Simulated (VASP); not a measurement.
# Be (P6_3/mmc) in VASP: notebook

Runs on Be. Level: LDA. Tasks: single point, relaxation of volume and atoms at fixed shape.

All numbers are computed with VASP 6.6.1; they aren't measurements. Logs are shortened: lines on timing, memory, paths and dates and some standing lists are left out, and cuts for length are marked.

**1. The cell of the first run**

Symmetry: P6_3/mmc, No. 194, hexagonal system. The conventional cell has a = 2.232 Å, b = 2.232 Å, c = 3.501 Å, α = 90.00°, β = 90.00°, γ = 120.00°. Within 2.9 Å of Be (site symmetry -6m2) lie 12 Be at 2.17 to 2.23 Å.

**2. Single point, LDA**

INCAR reads:

```
PREC = Accurate
ENCUT = 520
EDIFF = 1E-7
ISMEAR = 1
SIGMA = 0.05
LREAL = False
LASPH = True
NELM = 80
ALGO = Normal
ISIF = 2
LWAVE = False
LCHARG = False
NBANDS = 9
```

KPOINTS reads:

```
regular mesh
0
Gamma
  22 22 12
```

POSCAR reads:

```
Be
1.0
    2.2319491535      0.0000000000      0.0000000000
   -1.1159745768      1.9329246669      0.0000000000
    0.0000000000      0.0000000000      3.5005260345
Be
2
Direct
    0.3333333333      0.6666666667      0.2500000000
    0.6666666667      0.3333333333      0.7500000000
```

Potentials or basis: VASP PAW LDA potentials, release 64 (Be).

Launch:

```bash
cat potpaw_LDA.64/Be/POTCAR > POTCAR
mpirun -np 1 vasp_std > vasp.out
```

OUTCAR:

```text
PREC = Accurate
   ENCUT = 520
   EDIFF = 1E-7
   ISMEAR = 1
   LREAL = False
   LASPH = True
   NELM = 80
   ISIF = 2

 ion  position               nearest neighbor table
   1  0.333  0.667  0.250-   2 2.17   2 2.17   2 2.17   2 2.17   2 2.17   2 2.17
   2  0.667  0.333  0.750-   1 2.17   1 2.17   1 2.17   1 2.17   1 2.17   1 2.17

  LATTYP: Found a hexagonal cell.
 ALAT       =     2.2319491535
 C/A-ratio  =     1.5683717656

  Lattice vectors:

 A1 = (   2.2319491535,   0.0000000000,   0.0000000000)
 A2 = (  -1.1159745768,   1.9329246669,   0.0000000000)
 A3 = (   0.0000000000,   0.0000000000,   3.5005260345)

Analysis of symmetry for initial positions (statically):
=====================================================================
 Subroutine PRICEL returns:
 Original cell was already a primitive cell.

 Routine SETGRP: Setting up the symmetry group for a
 hexagonal supercell.

 Subroutine GETGRP returns: Found 24 space group operations
 (whereof 12 operations were pure point group operations)
 out of a pool of 24 trial point group operations.

The static configuration has the point symmetry D_3d.
 The point group associated with its full space group is D_6h.

Analysis of symmetry for dynamics (positions and initial velocities):
=====================================================================
 Subroutine PRICEL returns:
 Original cell was already a primitive cell.

 Routine SETGRP: Setting up the symmetry group for a
 hexagonal supercell.

 Subroutine GETGRP returns: Found 24 space group operations
 (whereof 12 operations were pure point group operations)
 out of a pool of 24 trial point group operations.

The dynamic configuration has the point symmetry D_3d.
 The point group associated with its full space group is D_6h.

 Subroutine INISYM returns: Found 24 space group operations
 (whereof 12 operations are pure point group operations),
 and found     1 'primitive' translations

----------------------------------------------------------------------------------------

                                     Primitive cell

  volume of cell :      15.1019

  direct lattice vectors                    reciprocal lattice vectors
     2.231949154  0.000000000  0.000000000     0.448038880  0.258675368  0.000000000
    -1.115974577  1.932924667  0.000000000     0.000000000  0.517350736  0.000000000
[... 90 lines left out ...]
   NFREE  =      0    steps in history (QN), initial steepest desc. (CG)
   ISIF   =      2    stress and relaxation
   ISYM   =      2    0-nonsym 1-usesym 2-fastsym
   POTIM  = 0.5000    time-step for ionic-motion
   TEBEG  =    0.0;   TEEND  =   0.0 temperature during run
   PSTRESS=    0.0 pullay stress
   NELECT =       4.0000    total number of electrons
   NUPDOWN=      -1.0000    fix difference up-down
   EMIN   =  10.00;   EMAX   =-10.00  energy-range for DOS
   EFERMI =   0.00;   METHOD = LEGACY
   ISMEAR =     1;   SIGMA  =   0.05  broadening in eV -4-tet -1-fermi 0-gaus
   EFERMI_NEDOS =   21; number of points for ismear=-14 and -15
   IALGO  =     38    algorithm
   IMIX   =      4    mixing-type and parameters
     AMIX     =   0.40;   BMIX     =  1.00
     AMIX_MAG =   1.60;   BMIX_MAG =  1.00
  volume/ion in A,a.u.               =       7.55        50.96
  Fermi-wavevector in a.u.,A,eV,Ry     =   1.051358  1.986779 15.039251  1.105354
  Thomas-Fermi vector in A             =   2.186398
   LORBIT       =      0    0 simple, 1 ext, 2 COOP (PROOUT), +10 PAW based schemes
   GGA     = CA    functional components
   LHFCALC =     F    Hartree Fock is set to
   AEXX    =    0.0000 exact exchange contribution
   IVDW    =     0    specifies the selected vdW correction
   LEPSILON=     F    determine dielectric tensor
   LRPA    =     F    only Hartree local field effects (RPA)
 non-spin polarized calculation
 Methfessel and Paxton  Order N= 1 SIGMA  =   0.05
  energy-cutoff  :      520.00
  volume of cell :       15.10
 maximum number of plane-waves:       424
 NGX is ok and might be reduce to    18
   NGX =  9   NGY =  9   NGZ = 13

 number of electron       4.0000000 magnetization

 Free energy of the ion-electron system (eV)
  ---------------------------------------------------
  ext. energy  EPLUGINS =         0.00000000
  ---------------------------------------------------
  free energy    TOTEN  =        -8.41987048 eV

  energy without entropy =       -8.41986754  energy(sigma->0) =       -8.41986950

 E-fermi :   7.2914     XC(G=0): -10.7733

 val. band max:        7.2777511799   @ k =   0.2727   0.2727   0.0833
 cond. band min:       7.3447959326   @ k =   0.3636   0.2727   0.3333
 fundamental gap:      0.0670447527
 Fermi energy:         7.2913623836

 k-point     1 :       0.0000    0.0000    0.0000
  band No.  band energies     occupation
      1      -4.3013      2.00000
      2       2.5797      2.00000
      3       8.6069      0.00000
      4      23.3790      0.00000
      5      23.3790      0.00000
      6      26.3289      0.00000
      7      26.3289      0.00000
      8      28.5718      0.00000
      9      35.0944      0.00000
[... 265 lines left out ...]
 k-point    24 :       0.1364    0.0909    0.0000
  band No.  band energies     occupation
      1      -3.1748      2.00000
      2       4.0933      2.00000
      3       8.7584      0.00000
      4      17.7456      0.00000
      5      19.0927      0.00000
      6      25.7555      0.00000
      7      25.8689      0.00000
      8      26.1737      0.00000
      9      30.2074      0.00000

 [... further k-points ...]

------------------------ aborting loop because EDIFF is reached ----------------------------------------

  FORCE on cell =-STRESS in cart. coord.  units (eV):
  Direction    XX          YY          ZZ          XY          YZ          ZX
  --------------------------------------------------------------------------------------
  -------------------------------------------------------------------------------------
  Total       -0.0585523     -0.0585523      0.2434823      0.0000000      0.0000000      0.0000000
  in kB       -6.2118621     -6.2118621     25.8312486      0.0000000      0.0000000      0.0000000
  external PRESSURE =       4.4691748 kB  Pullay stress =       0.0000000 kB

 VOLUME and BASIS-vectors are now :
 -----------------------------------------------------------------------------
  energy-cutoff  :      520.00
  volume of cell :       15.10
      direct lattice vectors                 reciprocal lattice vectors
     2.231949154  0.000000000  0.000000000     0.448038880  0.258675368  0.000000000
    -1.115974577  1.932924667  0.000000000     0.000000000  0.517350736  0.000000000
     0.000000000  0.000000000  3.500526034     0.000000000  0.000000000  0.285671351

 POSITION                                       TOTAL-FORCE (eV/Angst)
 -----------------------------------------------------------------------------------
     -0.00000      1.28862      0.87513         0.000000     -0.000000      0.000000
      1.11597      0.64431      2.62539        -0.000000      0.000000      0.000000
 -----------------------------------------------------------------------------------
    total drift:                                0.000000     -0.000000      0.000000

  FREE ENERGIE OF THE ION-ELECTRON SYSTEM (eV)
  ---------------------------------------------------
  free  energy   TOTEN  =        -8.4198704830 eV

  energy  without entropy=       -8.4198675361  energy(sigma->0) =       -8.41986950
```

OSZICAR:

```text
N       E                     dE             d eps       ncg     rms          rms(c)
DAV:   1    -0.410376262650E+01   -0.41038E+01   -0.18358E+03  6784   0.368E+02
DAV:   2    -0.842642654887E+01   -0.43227E+01   -0.41801E+01  9595   0.470E+01
DAV:   3    -0.847747065984E+01   -0.51044E-01   -0.50957E-01  7226   0.355E+00
DAV:   4    -0.847752414509E+01   -0.53485E-04   -0.53485E-04  7831   0.982E-02
DAV:   5    -0.847752415196E+01   -0.68648E-08   -0.65283E-08  7137   0.131E-03    0.128E+00
DAV:   6    -0.843800941488E+01    0.39515E-01   -0.27154E-03  7316   0.339E-01    0.772E-01
DAV:   7    -0.841987964841E+01    0.18130E-01   -0.44492E-03  7653   0.425E-01    0.203E-02
DAV:   8    -0.841987155112E+01    0.80973E-05   -0.12515E-05  7156   0.280E-02    0.539E-03
DAV:   9    -0.841987048850E+01    0.10626E-05   -0.55876E-07  7817   0.569E-03    0.596E-04
DAV:  10    -0.841987048299E+01    0.55119E-08   -0.11508E-09  4357   0.276E-04
   1 F= -.84198705E+01 E0= -.84198695E+01  d E =-.294686E-05
```

stdout:

```text
POSCAR found type information on POSCAR Be
 POSCAR found :  1 types and       2 ions
 scaLAPACK will be used
 LDA part: xc-table for (Slater(with rela. corr.)+CA(PZ))
 , standard interpolation
 POSCAR, INCAR and KPOINTS ok, starting setup
 FFT: planning ... GRIDC
 FFT: planning ... GRID_SOFT
 FFT: planning ... GRID
 WAVECAR not read
 entering main loop
```

Run time: 13 s. Hardware: 1 thread of Intel Xeon 6975P-C (Granite Rapids), shared host; peak memory 0.14 GiB.

Results:

| Property | Result |
| --- | --- |
| Free energy | -8.4199 eV |
| Pressure | 0.4 GPa |
| Band gap on the k mesh | zero (bands 2 and 3 overlap by 1.99 eV) |

Stress tensor (GPa, compression positive):
```
-0.62  0.00  0.00
 0.00 -0.62  0.00
 0.00  0.00  2.58
```

Levels at points of the mesh, in eV from the Fermi level:
```csv
k point,band 1,band 2,band 3,band 4,band 5,band 6
"(0.00, 0.00, 0.00)",-11.59,-4.71,1.32,16.09,16.09,19.04
"(0.50, 0.00, 0.00)",-5.31,-3.28,3.55,6.54,6.97,9.38
"(0.00, 0.00, 0.50)",-9.42,-9.42,11.03,11.03,17.79,17.79
"(0.50, 0.00, 0.50)",-3.92,-3.92,1.66,1.66,12.08,12.08
```

**3. Relaxation of volume and atoms at fixed shape, LDA**

This run uses another cell than the first one, of 8.11 Å³/atom.

INCAR reads:

```
PREC = Accurate
ENCUT = 600
EDIFF = 1E-6
ISMEAR = 1
SIGMA = 0.05
LREAL = False
LASPH = True
NELM = 80
ALGO = Normal
ISIF = 8
LWAVE = False
LCHARG = False
IBRION = 2
NSW = 80
EDIFFG = -0.03
```

KPOINTS is that of step 2.

POSCAR reads:

```
Be
1.0
    2.2853000000      0.0000000000      0.0000000000
   -1.1426500000      1.9791278600      0.0000000000
    0.0000000000      0.0000000000      3.5842000000
Be
2
Direct
    0.3333333300      0.6666666700      0.2500000000
    0.6666666700      0.3333333300      0.7500000000
```

Potentials or basis: VASP PAW LDA potentials, release 64 (Be).

Launch:

```bash
cat potpaw_LDA.64/Be/POTCAR > POTCAR
mpirun -np 1 vasp_std > vasp.out
```

Run time: 18 s. Hardware: 1 thread of Intel Xeon 6975P-C (Granite Rapids), shared host; peak memory 0.15 GiB.

Results (log left out):

```yaml
Free_energy: -8.4200 eV
Relaxed_volume: 7.58 Å³/atom
Relaxed_cell: a = 2.235 Å, b = 2.235 Å, c = 3.505 Å, α = 90.00°, β = 90.00°, γ = 120.00°
Space_group_after_relaxing_to_0.1_Å: P6_3/mmc (No. 194)
Energy_gained_by_relaxing: 13.7 meV/atom
Ionic_steps: 3
Pressure_after_relaxing: 0.0 GPa
Band_gap_on_the_k_mesh: zero (bands 2 and 3 overlap by 1.99 eV)
```

Stress tensor (GPa, compression positive):
```
-1.08  0.00  0.00
 0.00 -1.08  0.00
 0.00  0.00  2.05
```

Step by step:
| step | energy change (eV) | largest force (eV/Å) | pressure (GPa) | volume (Å³) |
| --- | --- | --- | --- | --- |
| 1 | 0.0000 | 0.0000 | -7.92 | 16.21 |
| 2 | -0.0270 | 0.0000 | -1.15 | 15.29 |
| 3 | -0.0275 | 0.0000 | -0.04 | 15.16 |

Final structure:
```
Be
1.0
     2.23468    0.00000    0.00000
    -1.11734    1.93529    0.00000
     0.00000    0.00000    3.50481
Be
2
Direct
  0.33333 0.66667 0.25000
  0.66667 0.33333 0.75000
```

Levels at points of the mesh, in eV from the Fermi level:
| k point | band 1 | band 2 | band 3 | band 4 | band 5 | band 6 |
| --- | --- | --- | --- | --- | --- | --- |
| (0.00, 0.00, 0.00) | -11.57 | -4.70 | 1.30 | 16.04 | 16.04 | 18.98 |
| (0.50, 0.00, 0.00) | -5.30 | -3.28 | 3.54 | 6.53 | 6.95 | 9.35 |
| (0.00, 0.00, 0.50) | -9.40 | -9.40 | 11.00 | 11.00 | 17.73 | 17.73 |
| (0.50, 0.00, 0.50) | -3.90 | -3.90 | 1.65 | 1.65 | 12.04 | 12.04 |

The gap in the log of VASP goes by the Fermi energy; the results here count the filled bands.